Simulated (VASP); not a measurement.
# SiNi3 (Pm-3m) in VASP: a series of runs

SiNi3 is run at these levels: PBE+D3(BJ); tasks: single point, relaxation of cell and atoms.

Everything below comes from runs of VASP 6.6.1. Logs are shortened: lines on timing, memory, paths and dates and some standing lists are left out, and cuts for length are marked.

### Step 1. The cell of the first run

The structure is cubic, space group Pm-3m (No. 221). The conventional cell has a = 3.465 Å, b = 3.465 Å, c = 3.465 Å, α = 90.00°, β = 90.00°, γ = 90.00°. Si (site symmetry m-3m) has 12 Ni at 2.45 Å within 3.2 Å. Within 3.2 Å of Ni (site symmetry 4/mmm) lie 4 Si at 2.45 Å and 8 Ni at 2.45 Å.

### Step 2. Single point, PBE+D3(BJ)

INCAR

```
PREC = Accurate
ENCUT = 520
EDIFF = 1E-6
ISMEAR = 0
SIGMA = 0.1
LREAL = False
LASPH = True
NELM = 100
ALGO = Normal
ISIF = 2
LWAVE = False
LCHARG = False
GGA = PE
IVDW = 12
NBANDS = 25
```

KPOINTS

```
Automatic mesh
0
Gamma
  12 12 12
```

POSCAR

```
SiNi3
1.0
    3.4654392190      0.0000000000      0.0000000000
    0.0000000000      3.4654392190      0.0000000000
    0.0000000000      0.0000000000      3.4654392190
Si Ni
1 3
Direct
    0.0000000000      0.0000000000      0.0000000000
    0.0000000000      0.5000000000      0.5000000000
    0.5000000000      0.0000000000      0.5000000000
    0.5000000000      0.5000000000      0.0000000000
```

Potentials or basis: VASP PAW PBE potentials, release 64 (Si, Ni).

Launch:

```bash
$ cat potpaw_PBE.64/Si/POTCAR potpaw_PBE.64/Ni/POTCAR > POTCAR
$ mpirun -np 1 vasp_std > vasp.out
```

OUTCAR:

```text
PREC = Accurate
   ENCUT = 520
   EDIFF = 1E-6
   ISMEAR = 0
   LREAL = False
   LASPH = True
   NELM = 100
   ISIF = 2
   GGA = PE
   IVDW = 12
 IVDW          = 12

 ion  position               nearest neighbor table
   1  0.000  0.000  0.000-   2 2.45   3 2.45   4 2.45   2 2.45   3 2.45   2 2.45   4 2.45   2 2.45
                             3 2.45   4 2.45   3 2.45   4 2.45
   2  0.000  0.500  0.500-   1 2.45   3 2.45   4 2.45   1 2.45   4 2.45   1 2.45   3 2.45   1 2.45
                             3 2.45   4 2.45   4 2.45   3 2.45
   3  0.500  0.000  0.500-   1 2.45   2 2.45   4 2.45   1 2.45   4 2.45   2 2.45   4 2.45   4 2.45
                             1 2.45   2 2.45   1 2.45   2 2.45
   4  0.500  0.500  0.000-   1 2.45   2 2.45   3 2.45   2 2.45   3 2.45   1 2.45   3 2.45   3 2.45
                             1 2.45   2 2.45   2 2.45   1 2.45

  LATTYP: Found a simple cubic cell.
 ALAT       =     3.4654392190

  Lattice vectors:

 A1 = (   3.4654392190,   0.0000000000,   0.0000000000)
 A2 = (   0.0000000000,   3.4654392190,   0.0000000000)
 A3 = (   0.0000000000,   0.0000000000,   3.4654392190)

Analysis of symmetry for initial positions (statically):
=====================================================================
 Subroutine PRICEL returns:
 Original cell was already a primitive cell.

 Routine SETGRP: Setting up the symmetry group for a
 simple cubic supercell.

 Subroutine GETGRP returns: Found 48 space group operations
 (whereof 48 operations were pure point group operations)
 out of a pool of 48 trial point group operations.

The static configuration has the point symmetry O_h .

Analysis of symmetry for dynamics (positions and initial velocities):
=====================================================================
 Subroutine PRICEL returns:
 Original cell was already a primitive cell.

 Routine SETGRP: Setting up the symmetry group for a
 simple cubic supercell.

 Subroutine GETGRP returns: Found 48 space group operations
 (whereof 48 operations were pure point group operations)
 out of a pool of 48 trial point group operations.

The dynamic configuration has the point symmetry O_h .

 Subroutine INISYM returns: Found 48 space group operations
 (whereof 48 operations are pure point group operations),
 and found     1 'primitive' translations

----------------------------------------------------------------------------------------

                                     Primitive cell

  volume of cell :      41.6174

  direct lattice vectors                    reciprocal lattice vectors
     3.465439219  0.000000000  0.000000000     0.288563711  0.000000000  0.000000000
     0.000000000  3.465439219  0.000000000     0.000000000  0.288563711  0.000000000
     0.000000000  0.000000000  3.465439219     0.000000000  0.000000000  0.288563711

  length of vectors
     3.465439219  3.465439219  3.465439219     0.288563711  0.288563711  0.288563711

  position of ions in fractional coordinates (direct lattice)
     0.000000000  0.000000000  0.000000000
     0.000000000  0.500000000  0.500000000
     0.500000000  0.000000000  0.500000000
     0.500000000  0.500000000  0.000000000

  ion indices of the primitive-cell ions
   primitive index   ion index
                 1           1
                 2           2
                 3           3
                 4           4

----------------------------------------------------------------------------------------

 KPOINTS: Automatic mesh

Automatic generation of k-mesh.
 Grid dimensions read from file:
 generate k-points for:   12   12   12

 Generating k-lattice:

  Cartesian coordinates                     Fractional coordinates (reciprocal lattice)
     0.024046976  0.000000000  0.000000000     0.083333333  0.000000000  0.000000000
     0.000000000  0.024046976  0.000000000     0.000000000  0.083333333  0.000000000
     0.000000000  0.000000000  0.024046976     0.000000000  0.000000000  0.083333333

  Length of vectors
     0.024046976  0.024046976  0.024046976

  Shift w.r.t. Gamma in fractional coordinates (k-lattice)
     0.000000000  0.000000000  0.000000000

 Subroutine IBZKPT returns following result:
 ===========================================

 Found     84 irreducible k-points:

 Following reciprocal coordinates:
            Coordinates               Weight
  0.000000  0.000000  0.000000      1.000000
  0.083333  0.000000  0.000000      6.000000
  0.166667  0.000000  0.000000      6.000000
  0.250000  0.000000  0.000000      6.000000
  0.333333  0.000000  0.000000      6.000000
  0.416667  0.000000  0.000000      6.000000
[... 16 lines left out ...]
  0.333333  0.333333  0.000000     12.000000
  0.416667  0.333333  0.000000     24.000000
 [... further k-points ...]
   k-points           NKPTS =     84   k-points in BZ     NKDIM =     84   number of bands    NBANDS=     25
   number of dos      NEDOS =    301   number of ions     NIONS =      4
   total plane-waves  NPLWV =  21952
   dimension x,y,z NGX =    28 NGY =   28 NGZ =   28
   dimension x,y,z NGXF=    56 NGYF=   56 NGZF=   56
   ions per type =               1   3
   NGX,Y,Z   is equivalent  to a cutoff of  13.43, 13.43, 13.43 a.u.
   NGXF,Y,Z  is equivalent  to a cutoff of  26.86, 26.86, 26.86 a.u.
 SYSTEM =  unknown system
   PREC   = accura    normal or accurate (medium, high low for compatibility)
   ISTART =      0    job   : 0-new  1-cont  2-samecut
   ICHARG =      2    charge: 1-file 2-atom 10-const
   ISPIN  =      1    spin polarized calculation?
   LNONCOLLINEAR =      F non collinear calculations
   LSORBIT =      F    spin-orbit coupling
   LASPH  =      T    aspherical Exc in radial PAW
   ENCUT  =  520.0 eV  38.22 Ry    6.18 a.u.   6.44  6.44  6.44*2*pi/ulx,y,z
   NELM   =    100;   NELMIN=  2; NELMDL= -5     # of ELM steps
   EDIFF  = 0.1E-05   stopping-criterion for ELM
   LREAL  =      F    real-space projection
   EDIFFG = 0.1E-04   stopping-criterion for IOM
   NSW    =      0    number of steps for IOM
   IBRION =     -1    ionic relax: 0-MD 1-quasi-New 2-CG
   NFREE  =      0    steps in history (QN), initial steepest desc. (CG)
   ISIF   =      2    stress and relaxation
   ISYM   =      2    0-nonsym 1-usesym 2-fastsym
   POTIM  = 0.5000    time-step for ionic-motion
   TEBEG  =    0.0;   TEEND  =   0.0 temperature during run
   PSTRESS=    0.0 pullay stress
   NELECT =      34.0000    total number of electrons
   NUPDOWN=      -1.0000    fix difference up-down
   EMIN   =  10.00;   EMAX   =-10.00  energy-range for DOS
   EFERMI =   0.00;   METHOD = LEGACY
   ISMEAR =     0;   SIGMA  =   0.10  broadening in eV -4-tet -1-fermi 0-gaus
   EFERMI_NEDOS =   21; number of points for ismear=-14 and -15
   IALGO  =     38    algorithm
   IMIX   =      4    mixing-type and parameters
     AMIX     =   0.40;   BMIX     =  1.00
     AMIX_MAG =   1.60;   BMIX_MAG =  1.00
  volume/ion in A,a.u.               =      10.40        70.21
  Fermi-wavevector in a.u.,A,eV,Ry     =   1.530416  2.892067 31.867203  2.342173
  Thomas-Fermi vector in A             =   2.637902
   LORBIT       =      0    0 simple, 1 ext, 2 COOP (PROOUT), +10 PAW based schemes
   GGA     = PE    functional components
   LHFCALC =     F    Hartree Fock is set to
   AEXX    =    0.0000 exact exchange contribution
   IVDW    =    12    specifies the selected vdW correction
   LEPSILON=     F    determine dielectric tensor
   LRPA    =     F    only Hartree local field effects (RPA)
 non-spin polarized calculation
 Gauss-broadening in eV      SIGMA  =   0.10
  energy-cutoff  :      520.00
  volume of cell :       41.62
 maximum number of plane-waves:      1141
 NGX is ok and might be reduce to    28
   NGX = 13   NGY = 13   NGZ = 13

 number of electron      33.9999971 magnetization

 Free energy of the ion-electron system (eV)
  ---------------------------------------------------
  ext. energy  EPLUGINS =         0.00000000
  ---------------------------------------------------
  free energy    TOTEN  =       -23.64950047 eV

  energy without entropy =      -23.63940106  energy(sigma->0) =      -23.64445076

 E-fermi :  11.1900     XC(G=0): -13.2916

 val. band max:       11.1828629930   @ k =   0.0833   0.0833   0.0000
 cond. band min:      11.2123750161   @ k =   0.4167   0.4167   0.3333
 fundamental gap:      0.0295120231
 Fermi energy:        11.1899667202

 k-point     1 :       0.0000    0.0000    0.0000
  band No.  band energies     occupation
      1      -1.0181      2.00000
      2       6.0923      2.00000
      3       6.9262      2.00000
      4       6.9262      2.00000
      5       7.4700      2.00000
      6       7.4700      2.00000
[... 17 lines left out ...]
     24      22.0247      0.00000
     25      22.0247      0.00000

 k-point     2 :       0.0833    0.0000    0.0000
  band No.  band energies     occupation
      1      -0.9343      2.00000
      2       6.1131      2.00000
      3       6.8102      2.00000
      4       6.9863      2.00000
      5       7.4639      2.00000
      6       7.4639      2.00000
[... 17 lines left out ...]
     24      21.7488      0.00000
     25      21.8165      0.00000

 k-point     3 :       0.1667    0.0000    0.0000
  band No.  band energies     occupation
      1      -0.6863      2.00000
      2       6.0197      2.00000
      3       6.5778      2.00000
      4       7.1601      2.00000
      5       7.4412      2.00000
      6       7.4412      2.00000
[... 17 lines left out ...]
     24      20.8424      0.00000
     25      21.4182      0.00000

 k-point     4 :       0.2500    0.0000    0.0000
  band No.  band energies     occupation
      1      -0.2857      2.00000
      2       5.3856      2.00000
      3       6.6468      2.00000
      4       7.3958      2.00000
      5       7.3958      2.00000
      6       7.4259      2.00000
[... 17 lines left out ...]
     24      19.6050      0.00000
     25      21.6657      0.00000

 k-point     5 :       0.3333    0.0000    0.0000
  band No.  band energies     occupation
      1       0.2383      2.00000
      2       4.4894      2.00000
      3       6.8555      2.00000
      4       7.3350      2.00000
      5       7.3350      2.00000
      6       7.7407      2.00000
[... 17 lines left out ...]
     24      19.4127      0.00000
     25      22.8697      0.00000

 k-point     6 :       0.4167    0.0000    0.0000
  band No.  band energies     occupation
      1       0.7995      2.00000
      2       3.6474      2.00000
      3       7.0452      2.00000
      4       7.2825      2.00000
      5       7.2825      2.00000
      6       7.9161      2.00000
[... 17 lines left out ...]
     24      19.1546      0.00000
     25      22.4460      0.00000
[... 393 lines left out ...]
 k-point    21 :       0.4167    0.2500    0.0000
  band No.  band energies     occupation
      1       1.4084      2.00000
      2       4.2426      2.00000
      3       6.1904      2.00000
      4       7.1516      2.00000
      5       7.3789      2.00000
      6       8.1052      2.00000
[... 17 lines left out ...]
     24      21.1093      0.00000
     25      21.3964      0.00000

 k-point    22 :       0.5000    0.2500    0.0000
  band No.  band energies     occupation
      1       1.6746      2.00000
      2       3.8896      2.00000
      3       6.2494      2.00000
      4       7.1380      2.00000
      5       7.4189      2.00000
      6       8.0838      2.00000
[... 17 lines left out ...]
     24      21.1430      0.00000
     25      21.5776      0.00000

 k-point    23 :       0.3333    0.3333    0.0000
  band No.  band energies     occupation
      1       1.3558      2.00000
      2       5.2373      2.00000
      3       5.3581      2.00000
      4       7.1320      2.00000
      5       7.4137      2.00000
      6       7.9762      2.00000
[... 17 lines left out ...]
     24      21.2920      0.00000
     25      21.9142      0.00000

 k-point    24 :       0.4167    0.3333    0.0000
  band No.  band energies     occupation
      1       1.8267      2.00000
      2       4.6225      2.00000
      3       5.5534      2.00000
      4       7.0924      2.00000
      5       7.4973      2.00000
      6       8.1424      2.00000
[... 17 lines left out ...]
     24      21.2934      0.00000
     25      22.2506      0.00000

 [... further k-points ...]

------------------------ aborting loop because EDIFF is reached ----------------------------------------

 Edisp (eV)   -2.04864

 E8    (eV) :    -0.8742

  FORCE on cell =-STRESS in cart. coord.  units (eV):
  Direction    XX          YY          ZZ          XY          YZ          ZX
  --------------------------------------------------------------------------------------
  -------------------------------------------------------------------------------------
  Total      -0.01383    -0.01383    -0.01383    -0.00000     0.00000     0.00000
  in kB      -0.53226    -0.53226    -0.53226    -0.00000     0.00000     0.00000
  external pressure =       -0.53 kB  Pullay stress =        0.00 kB

 VOLUME and BASIS-vectors are now :
 -----------------------------------------------------------------------------
  energy-cutoff  :      520.00
  volume of cell :       41.62
      direct lattice vectors                 reciprocal lattice vectors
     3.465439219  0.000000000  0.000000000     0.288563711  0.000000000  0.000000000
     0.000000000  3.465439219  0.000000000     0.000000000  0.288563711  0.000000000
     0.000000000  0.000000000  3.465439219     0.000000000  0.000000000  0.288563711

 POSITION                                       TOTAL-FORCE (eV/Angst)
 -----------------------------------------------------------------------------------
      0.00000      0.00000      0.00000         0.000000      0.000000      0.000000
      0.00000      1.73272      1.73272         0.000000      0.000000      0.000000
      1.73272      0.00000      1.73272         0.000000      0.000000      0.000000
      1.73272      1.73272      0.00000         0.000000      0.000000      0.000000
 -----------------------------------------------------------------------------------
    total drift:                                0.000000      0.000000      0.000000

  FREE ENERGIE OF THE ION-ELECTRON SYSTEM (eV)
  ---------------------------------------------------
  free  energy   TOTEN  =       -25.6981408744 eV

  energy  without entropy=      -25.6880414620  energy(sigma->0) =      -25.69309117
```

Wall time 68 s (1 thread of Intel Xeon Platinum 8488C (Sapphire Rapids), shared host); peak memory 0.22 GiB.

What came out:

```
Free energy                : -25.6981 eV
Pressure                   : -0.1 GPa
Band gap on the k mesh     : zero (bands 17 and 18 overlap by 0.25 eV)
Dispersion energy per atom : -0.512 eV
```

Spin polarisation is off, so any magnetic state and its effect on volume and gap are missing.

(Part 1 of 2 ends here.)
